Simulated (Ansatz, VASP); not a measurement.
BaTiO3: VASP beside Ansatz

```
CELL_PARAMETERS angstrom
4.00730 0.00000 0.00000
0.00000 4.00730 0.00000
0.00000 0.00000 4.00730
ATOMIC_POSITIONS crystal
Ba 0.50000 0.50000 0.50000
Ti 0.00000 0.00000 0.00000
O 0.50000 0.00000 0.00000
O 0.00000 0.50000 0.00000
O 0.00000 0.00000 0.50000
```

Alike in both runs: task single point; functional LDA; k mesh 8 × 8 × 8; occupations fermi-dirac, width 0.05 eV; no spin polarisation.

|  | VASP | Ansatz |
| --- | --- | --- |
| version | VASP 6.6.1 | Ansatz 0.2.0 |
| potentials or method | VASP PAW LDA potentials, release 64 (Ba_sv, Ti_sv, O), cutoff 520 eV | all-electron LAPW, scalar-relativistic |

```tsv
	VASP	Ansatz	Ansatz less VASP
pressure (GPa)	-7.4	-9.4	-1.97
```

LDA's correlation is that of Perdew and Zunger in VASP and of Perdew and Wang (1992) in Ansatz. Ansatz ran all-electron here, and VASP with PAW potentials.

Neither program's run includes spin-orbit coupling.
